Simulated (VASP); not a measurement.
CsPbCl3:

```
Pb Cs Cl
1.0
     5.60500    0.00000    0.00000
     0.00000    5.60500    0.00000
     0.00000    0.00000    5.60500
Pb Cs Cl
1 1 3
Direct
  0.50000 0.50000 0.50000
  0.00000 0.00000 0.00000
  0.50000 0.00000 0.50000
  0.00000 0.50000 0.50000
  0.50000 0.50000 0.00000
```

Base run:

| Quantity | Value |
| --- | --- |
| Program | VASP 6.6.1 |
| Functional | r2SCAN |
| Dispersion | D3(BJ) |
| Potentials or basis | VASP PAW PBE potentials, release 64 (Pb_d, Cs_sv, Cl) |
| Cutoff | 520 eV |
| k mesh | 5 × 5 × 5 |
| Occupations | fermi-dirac, width 0.05 eV |
| Spin | no spin polarisation |

Its results: band gap on the k mesh 3.32 eV, direct; pressure 0.5 GPa.

Q: The run is repeated on the same cell with these changes: dispersion from D3(BJ) to none. What comes out?

A: Band gap on the k mesh 3.32 eV, direct; pressure 0.9 GPa.

Dispersion adds attraction, which lowers the pressure at fixed volume and, as a term added to the energy, leaves the levels alone.

Caveats: the PAW data sets were made with another functional, which shifts forces and pressure a little; spin-orbit coupling is left out, which moves the levels of the heavy elements; three body term missing (some runs).

A k mesh can miss the band edges.
